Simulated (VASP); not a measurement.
A run of VASP 6.6.1 is set up as follows.

Contents of POSCAR:

```
InAs
1.0
    4.7312200000      0.0000000000      0.0000000000
   -2.3656100000      4.0973600000      0.0000000000
    0.0000000000      0.0000000000      2.9108900000
In As
1 1
Direct
    0.0000000000      0.0000000000      0.0000000000
    0.6666700000      0.3333300000      0.0000000000
```

The input INCAR.step1:

```
  ALGO = Normal
  EDIFF = 1E-5
  ENCUT = 600
  GGA = PE
  ISMEAR = -1
  LASPH = True
  LCHARG = False
  LREAL = False
  LWAVE = True
  NBANDS = 16
  NELM = 80
  PREC = Accurate
  SIGMA = 0.05
```

Contents of INCAR.step2:

```
  AEXX = 1.0
  AGGAC = 0.0
  ALDAC = 0.0
  ALGO = Normal
  EDIFF = 1E-6
  EDIFFG = -0.01
  ENCUT = 600
  GGA = PE
  IBRION = 2
  ISIF = 3
  ISMEAR = -1
  ISTART = 1
  LASPH = True
  LCHARG = False
  LHFCALC = True
  LREAL = False
  LWAVE = False
  NELM = 80
  NSW = 60
  PREC = Accurate
  PRECFOCK = Normal
  SIGMA = 0.05
```

Contents of KPOINTS:

```
k-points
0
Gamma
  4 4 5
```

Potentials or basis: VASP PAW PBE potentials, release 64 (In_d, As).

Launch:

```sh
$ cat potpaw_PBE.64/In_d/POTCAR potpaw_PBE.64/As/POTCAR > POTCAR
$ cp INCAR.step1 INCAR
$ mpirun -np 1 vasp_std > vasp.out
$ cp INCAR.step2 INCAR
$ mpirun -np 1 vasp_std > vasp.out
```

(1) Predict the relaxed volume.

(2) Estimate the band gap on the k mesh.

(3) What does it give for the relaxed cell?

Results:

(1) 29.77 Å³/atom.

(2) zero (bands 9 and 10 overlap by 4.39 eV).

(3) a = 4.839 Å, b = 4.839 Å, c = 2.931 Å, α = 90.00°, β = 90.00°, γ = 119.82°.

Caveat: the k points lie up to 0.43 Å⁻¹ apart in the final cell, too coarse for converged energies and pressures of a metal; the PAW data sets were made with another functional, which shifts forces and pressure a little; spin-orbit coupling is left out, which moves the levels of the heavy elements.
